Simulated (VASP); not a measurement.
The system is Hf3NbO.

```
CELL_PARAMETERS angstrom
4.33495 0.00000 0.00000
0.00000 4.33495 0.00000
0.00000 0.00000 4.33495
ATOMIC_POSITIONS crystal
Hf 0.00000 0.50000 0.50000
Hf 0.50000 0.00000 0.50000
Hf 0.50000 0.50000 0.00000
Nb 0.50000 0.50000 0.50000
O 0.00000 0.00000 0.00000
```

* Program: VASP 6.6.1
* Task: relaxation of cell and atoms
* Functional: PBE
* Potentials or basis: VASP PAW PBE potentials, release 64 (Hf_pv, Nb_sv, O)
* Cutoff: 600 eV
* k mesh: 4 × 4 × 4
* Occupations: gaussian, width 0.1 eV
* Spin: no spin polarisation

At the start: pressure 71.3 GPa; volume 16.29 Å³/atom.

How do energy, volume and symmetry change on relaxing?

Over 5 steps the energy falls by 1363.0 meV/atom and the volume is 25.06 Å³/atom (+53.8 %); space group Pm-3m (No. 221, to 0.05 Å).

The path:
```
step  energy change (eV)  largest force (eV/Å)  pressure (GPa)  volume (Å³)
   1              0.0000                0.0000           71.27        81.46
   2             -1.8952                0.0000          -15.26       200.25
   3             -6.7931                0.0000           -1.93       128.81
   4             -6.8119                0.0000           -0.73       126.57
   5             -6.8148                0.0000            0.00       125.29
```

Final structure:
```cif
data_structure
_symmetry_space_group_name_H-M 'P 1'
_symmetry_Int_Tables_number 1
_cell_length_a 5.0038
_cell_length_b 5.0038
_cell_length_c 5.0038
_cell_angle_alpha 90.000
_cell_angle_beta 90.000
_cell_angle_gamma 90.000
_cell_volume 125.29
loop_
_atom_site_label
_atom_site_type_symbol
_atom_site_fract_x
_atom_site_fract_y
_atom_site_fract_z
_atom_site_occupancy
Hf1 Hf 0.00000 0.50000 0.50000 1
Hf2 Hf 0.50000 0.00000 0.50000 1
Hf3 Hf 0.50000 0.50000 0.00000 1
Nb1 Nb 0.50000 0.50000 0.50000 1
O1 O 0.00000 0.00000 0.00000 1
```

Caveat: the k points lie up to 0.31 Å⁻¹ apart in the final cell; the volume moved by over 15 % at a fixed basis, so the end points are rough; an odd number of electrons without spin polarisation forces a metal; a magnetic or distorted state may lie lower.
